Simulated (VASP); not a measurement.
# WF2 (P4_2/mnm) in VASP: notebook, part 2 of 2

VASP 6.6.1.

## 4. Single point, PBE, collinear spin

This run uses another cell than the first one, of 14.84 Å³/atom.

INCAR

```
  ALGO = Normal
  EDIFF = 1E-6
  ENCUT = 520
  GGA = PE
  ISIF = 2
  ISMEAR = 0
  ISPIN = 2
  KPAR = 4
  LASPH = True
  LCHARG = False
  LMAXMIX = 4
  LORBIT = 11
  LREAL = False
  LWAVE = False
  MAGMOM = 1 -1 0 0 0 0
  NBANDS = 41
  NELM = 150
  PREC = Accurate
  SIGMA = 0.1
```

KPOINTS

```
k-points
0
Gamma
  6 6 14
```

POSCAR

```
WF2
1.0
    5.9558820542      0.0000000000      0.0000000000
    0.0000000000      5.9558820542      0.0000000000
    0.0000000000      0.0000000000      2.5095579852
W F
2 4
Direct
    0.0000000000      0.0000000000      0.0000000000
    0.5000000000      0.5000000000      0.5000000000
    0.2463486688      0.2463486688      0.0000000000
    0.7536513312      0.7536513312      0.0000000000
    0.7463486688      0.2536513312      0.5000000000
    0.2536513312      0.7463486688      0.5000000000
```

Run with:

```sh
$ cat potpaw_PBE.64/W_sv/POTCAR potpaw_PBE.64/F/POTCAR > POTCAR
$ mpirun -np 4 vasp_std > vasp.out
```

Wall time 4 min (4 MPI ranks of Oxide Virtual Turin-like, shared host); peak memory 0.5 GiB.

It converged, with:

| Quantity | Value |
| --- | --- |
| Free energy | -38.5230 eV |
| Pressure | -2.5 GPa |
| Largest force | 0.174 eV/Å |
| Band gap on the k mesh | zero (filled and empty bands overlap) |
| Net moment | 0.00 μB per cell |
| Site moments | W +0.84, -0.84; F +0.02, -0.02 (each value once) μB |
| Valence electrons inside the program's atomic spheres | W 11.86; F 6.07 |

Forces in eV/Å, atoms in the order of the input:
```
W    0.000  0.000  0.000
W    0.000  0.000  0.000
F    0.123  0.123  0.000
F   -0.123 -0.123  0.000
F    0.123 -0.123  0.000
F   -0.123  0.123  0.000
```

Stress tensor (GPa, compression positive):
```
-4.59  0.00  0.00
 0.00 -4.59  0.00
 0.00  0.00  1.57
```

Levels at points of the mesh, in eV from the Fermi level:
Spin up:
```tsv
k point	band 26	band 27	band 28	band 29	band 30	band 31
(0.00, 0.00, 0.00)	-4.75	-1.22	-0.16	0.38	0.89	2.71
(0.50, 0.00, 0.00)	-4.58	-0.79	0.50	0.67	1.14	2.80
(0.50, 0.50, 0.00)	-4.75	-0.70	0.17	0.55	0.58	2.72
(0.00, 0.00, 0.50)	-1.82	-1.36	-1.02	0.00	1.08	1.47
(0.50, 0.00, 0.50)	-2.14	-1.82	-1.52	0.02	1.44	1.47
(0.50, 0.50, 0.50)	-1.89	-1.38	-1.05	-0.04	1.14	1.42
```
Spin down:
| k point | band 26 | band 27 | band 28 | band 29 | band 30 | band 31 |
| --- | --- | --- | --- | --- | --- | --- |
| (0.00, 0.00, 0.00) | -4.75 | -1.22 | -0.16 | 0.38 | 0.89 | 2.71 |
| (0.50, 0.00, 0.00) | -4.58 | -0.79 | 0.50 | 0.67 | 1.14 | 2.80 |
| (0.50, 0.50, 0.00) | -4.75 | -0.70 | 0.17 | 0.55 | 0.58 | 2.72 |
| (0.00, 0.00, 0.50) | -1.82 | -1.36 | -1.02 | 0.00 | 1.08 | 1.47 |
| (0.50, 0.00, 0.50) | -2.14 | -1.82 | -1.52 | 0.02 | 1.44 | 1.47 |
| (0.50, 0.50, 0.50) | -1.89 | -1.38 | -1.05 | -0.04 | 1.14 | 1.42 |

Caveat: spin-orbit coupling is left out, which moves the levels of the heavy elements.

## 5. Single point, PBE, collinear spin

This run uses another cell than the first one, of 13.12 Å³/atom.

INCAR

```
PREC = Accurate ; ENCUT = 520
EDIFF = 1E-6 ; ISMEAR = 0
SIGMA = 0.1 ; LREAL = False
LASPH = True ; NELM = 150
ALGO = Normal ; ISIF = 2
LWAVE = False ; LCHARG = True
ISPIN = 2 ; MAGMOM = 2.5 2.5 0 0 0 0
LORBIT = 11 ; LMAXMIX = 4
GGA = PE ; LELF = True
LVHAR = True ; NBANDS = 41
```

KPOINTS

```
regular mesh
0
Gamma
  6 6 14
```

POSCAR: that of step 4 with these lines changed.

```diff
@@ -2,5 +2,5 @@
 1.0
-    5.9558820542      0.0000000000      0.0000000000
-    0.0000000000      5.9558820542      0.0000000000
-    0.0000000000      0.0000000000      2.5095579852
+    5.7173869327      0.0000000000      0.0000000000
+    0.0000000000      5.7173869327      0.0000000000
+    0.0000000000      0.0000000000      2.4090661804
 W F
```

Run with:

```sh
$ cat potpaw_PBE.64/W_sv/POTCAR potpaw_PBE.64/F/POTCAR > POTCAR
$ mpirun -np 1 vasp_std > vasp.out
```

Wall time 27 min (1 thread of Oxide Virtual Turin-like, shared host); peak memory 0.44 GiB.

Results (log left out):

```
Free energy                                           : -38.1088 eV
Pressure                                              : 15.1 GPa
Largest force                                         : 0.759 eV/Å
Band gap on the k mesh                                : zero (filled and empty bands overlap)
Net moment                                            : 0.00 μB per cell
Valence electrons inside the program's atomic spheres : W 12.09; F 6.10
```

Forces on the atoms (eV/Å):
```
W    0.000  0.000  0.000
W    0.000  0.000  0.000
F    0.536  0.536  0.000
F   -0.536 -0.536  0.000
F    0.536 -0.536  0.000
F   -0.536  0.536  0.000
```

Stress tensor (GPa, compression positive):
```
15.15  0.00  0.00
 0.00 15.15  0.00
 0.00  0.00 14.87
```

Levels at points of the mesh, in eV from the Fermi level:
Spin up:
```tsv
k point	band 26	band 27	band 28	band 29	band 30	band 31
(0.00, 0.00, 0.00)	-5.48	-1.58	-0.19	0.33	0.55	3.21
(0.50, 0.00, 0.00)	-5.33	-0.50	-0.50	1.00	1.00	3.23
(0.50, 0.50, 0.00)	-5.48	-0.38	-0.38	0.44	0.44	3.22
(0.00, 0.00, 0.50)	-2.58	-1.43	-1.43	0.55	0.55	1.38
(0.50, 0.00, 0.50)	-2.94	-2.01	-2.01	0.56	0.56	1.83
(0.50, 0.50, 0.50)	-2.67	-1.47	-1.47	0.48	0.48	1.48
```
Spin down:
```
           k point  band 26  band 27  band 28  band 29  band 30  band 31
(0.00, 0.00, 0.00)    -5.48    -1.58    -0.19     0.33     0.55     3.21
(0.50, 0.00, 0.00)    -5.33    -0.50    -0.50     1.00     1.00     3.23
(0.50, 0.50, 0.00)    -5.48    -0.38    -0.38     0.44     0.44     3.22
(0.00, 0.00, 0.50)    -2.58    -1.43    -1.43     0.55     0.55     1.38
(0.50, 0.00, 0.50)    -2.94    -2.01    -2.01     0.56     0.56     1.83
(0.50, 0.50, 0.50)    -2.67    -1.47    -1.47     0.48     0.48     1.48
```

Caveat: the cell stands under pressure; spin-orbit coupling is left out, which moves the levels of the heavy elements.

## 6. Summary

| cell | gap on the mesh (eV) | pressure (GPa) | moment (μB) | largest force (eV/Å) |
| --- | --- | --- | --- | --- |
| a = 5.590, b = 5.590, c = 2.356 Å, 6 atoms | none | 31.1 | 0.00 | 1.40 |
| a = 6.212, b = 6.212, c = 2.617 Å, 6 atoms | none | -13.2 | 2.43 | 0.53 |
| a = 5.956, b = 5.956, c = 2.510 Å, 6 atoms | none | -2.5 | 0.00 | 0.17 |
| a = 5.717, b = 5.717, c = 2.409 Å, 6 atoms | none | 15.1 | 0.00 | 0.76 |

Alike in all rows: task single point; level PBE; potentials or basis VASP PAW PBE potentials, release 64 (W_sv, F); spin collinear; k mesh 6 × 6 × 14; cutoff (eV) 520; smearing gaussian 0.1 eV.

Caveats: spin-orbit coupling is left out, which moves the levels of the heavy elements; the cell stands under pressure (at least some runs); forces of over 1 eV/Å act on the atoms, so gaps and moduli don't describe the material at rest (at least some runs); the cell stands under tension (at least some runs).

Absolute energies hang on the potentials; compare differences alone.
